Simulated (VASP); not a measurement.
A run of VASP 6.6.1:

The input INCAR:

```
ALGO     = Normal         # electronic algorithm
EDIFF    = 1E-6           # SCF threshold, eV
ENCUT    = 500            # plane-wave cutoff, eV
GGA      = PS             # functional
GGA_COMPAT= F            
ISIF     = 2              # what is computed and relaxed
ISMEAR   = 0              # smearing method
LASPH    = T              # aspherical terms in the spheres
LCHARG   = T              # write CHGCAR
LELF     = T              # ELF
LREAL    = F              # projectors in reciprocal space
LVHAR    = T            
LWAVE    = F              # write WAVECAR
NBANDS   = 50             # bands
NELM     = 120            # most SCF steps
PREC     = Accurate       # precision mode
SIGMA    = 0.01           # smearing width, eV
```

The input KPOINTS:

```
k-points
0
Gamma
  4 2 2
```

POSCAR

```
PbS
1.0
    4.0699280000      0.0000000000      0.0000000000
    0.0000000000      5.6898180000     -5.5735990000
    0.0000000000      5.6898180000      5.5735990000
Pb S
4 4
Direct
    0.0000000000      0.6608510000      0.6631130000
    0.0000000000      0.3368870000      0.3391490000
    0.5000000000      0.8626130000      0.1373870000
    0.0000000000      0.1762690000      0.8237310000
    0.5000000000      0.8821480000      0.7748220000
    0.5000000000      0.2251780000      0.1178520000
    0.0000000000      0.6891040000      0.3108960000
    0.5000000000      0.3627490000      0.6372510000
```

Potentials or basis: VASP PAW PBE potentials, release 64 (Pb_d, S).

Run with:

```bash
$ cat potpaw_PBE.64/Pb_d/POTCAR potpaw_PBE.64/S/POTCAR > POTCAR
$ mpirun -np 1 vasp_std > vasp.out
```

Hardware: 1 thread of Intel(R) Xeon(R) Platinum 8259CL CPU @ 2.50GHz (Skylake/Cascade Lake) (shared host).

Problem. Estimate the wall time of this run.

Solution. It took 2.4 min on 1 thread of Intel(R) Xeon(R) Platinum 8259CL CPU @ 2.50GHz (Skylake/Cascade Lake), with other jobs on the host, peak memory 0.34 GiB. Counts: scf iterations 16, k points 9.
